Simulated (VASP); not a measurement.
A run of VASP 6.6.1:

Contents of INCAR:

```
SYSTEM = Ca
ALGO     = Fast           ! electronic algorithm
EDIFF    = 1E-6           ! SCF threshold, eV
ENCUT    = 520            ! plane-wave cutoff, eV
GGA      = PE             ! functional
ISIF     = 2              ! what is computed and relaxed
ISMEAR   = 0              ! smearing method
LASPH    = .True.         ! aspherical terms in the spheres
LCHARG   = .False.        ! write CHGCAR
LREAL    = .False.        ! projectors in reciprocal space
LWAVE    = .False.        ! write WAVECAR
NBANDS   = 11             ! bands
NELM     = 100            ! most SCF steps
PREC     = Accurate       ! precision mode
SIGMA    = 0.15           ! smearing width, eV
```

The input KPOINTS:

```
k-points
0
Gamma
  14 14 14
  0 0 0
```

File POSCAR:

```
Ca
1.0
    0.0000000000      2.5706640000      3.0177360000
    2.5706640000      0.0000000000      3.0177360000
    2.5706640000      2.5706640000      0.0000000000
Ca
1
Direct
    0.0000000000      0.0000000000      0.0000000000
```

Potentials or basis: VASP PAW PBE potentials, release 64 (Ca_sv).

The run is started by

```bash
$ cat potpaw_PBE.64/Ca_sv/POTCAR > POTCAR
$ mpirun -np 1 vasp_std > vasp.out
```

Hardware: 1 thread of Intel(R) Xeon(R) Platinum 8559C (Emerald Rapids), on a shared host.

How long does it take, and how much memory?

Wall time 85 s on 1 thread of Intel(R) Xeon(R) Platinum 8559C (Emerald Rapids), on a shared host, peak memory 0.23 GiB. Counts: scf iterations 14, k points 244.
